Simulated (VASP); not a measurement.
Runs of VASP 6.6.1 on NiSb. The structure is that of space group Fm-3m (No. 225), or close to it. The cells are those of the table. 

| level | spin | cell | gap on the mesh (eV) | pressure (GPa) | moment (μB) |
| --- | --- | --- | --- | --- | --- |
| PBE | collinear, ferromagnetic start | a = 3.715 Å, angles 60.0°, 2 atoms | none | 0.7 | 0.00 |
| PBE | collinear | a = 3.700 Å, angles 60.0°, 2 atoms | none | 2.1 | 0.00 |
| PBE | collinear | a = 3.781, b = 3.781, c = 3.725 Å, angles 60.5, 60.5, 59.0°, 2 atoms | none | -2.8 | 0.00 |
| PBE | collinear, ferromagnetic start | a = 3.725 Å, angles 60.0°, 2 atoms | none | -0.1 | 0.00 |
| PBE | collinear | a = 3.722 Å, angles 60.0°, 2 atoms | none | 0.1 | 0.00 |
| PBE | collinear | a = 3.655 Å, angles 60.0°, 2 atoms | none | 6.5 | 0.00 |
| PBE | off | a = 3.725 Å, angles 60.0°, 2 atoms | none | -0.8 | - |
| PBEsol | collinear | a = 3.725 Å, angles 60.0°, 2 atoms | none | (b) | 0.00 |
| PBE | collinear | a = 3.674 Å, angles 60.0°, 2 atoms | none | (a) | 0.00 |
| PBE | collinear | a = 3.725 Å, angles 60.0°, 2 atoms | none | 0.4 | 0.00 |

Alike in all rows: task single point; potentials or basis VASP PAW PBE potentials, release 64 (Ni, Sb); k mesh 12 × 12 × 12; cutoff (eV) 520; smearing gaussian 0.05 eV.

**Question.** Fill in the values left out.

**Answer.** (a) 4.5; (b) -5.1.

Caveats: spin-orbit coupling is left out, which moves the levels of the heavy elements; the cell stands under pressure (at least some runs); the moments typed at the start vanished in this run (at least some runs); the cell stands under tension (at least some runs); the PAW data sets were made with another functional, which shifts forces and pressure a little (at least some runs).

A k mesh can miss the band edges, and the runs leave out spin-orbit coupling on Sb.

A gap of «none» marks levels without a gap at the run's occupations.
